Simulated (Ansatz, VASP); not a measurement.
Ag: VASP beside Ansatz

```
Ag
1.0
    -0.87606    1.75212    1.75212
     1.75212   -0.87606    1.75212
     1.75212    1.75212   -0.87606
Ag
1
Direct
  0.00000 0.00000 0.00000
```

Alike in both runs: task single point; functional PBEsol; k mesh 22 × 22 × 22; occupations gaussian, width 0.15 eV; no spin polarisation.

```csv
,VASP,Ansatz
version,VASP 6.6.1,Ansatz 0.2.0
potentials or method,"VASP PAW PBE potentials, release 64 (Ag), cutoff 520 eV","scalar-relativistic, plane waves, PAW"
valence electrons in the cell,11,19
```

Ansatz gave:

| Quantity | Value |
| --- | --- |
| gap on the k mesh at the Fermi level (eV) | none |
| pressure (GPa) | 6.8 |

**Question.** What did VASP give for the same quantities?

**Answer.** gap on the k mesh at the Fermi level (eV): none; pressure (GPa): 6.5.

VASP's potentials were made for PBE, not for PBEsol. A gap of «none» marks a metal or a gap that the smearing closes. With one functional, cell and mesh, what is left measures potentials, basis and numerics. VASP's potentials hold 11 valence electrons a cell and Ansatz's 19, so a difference there can come from the potentials and not from the codes.
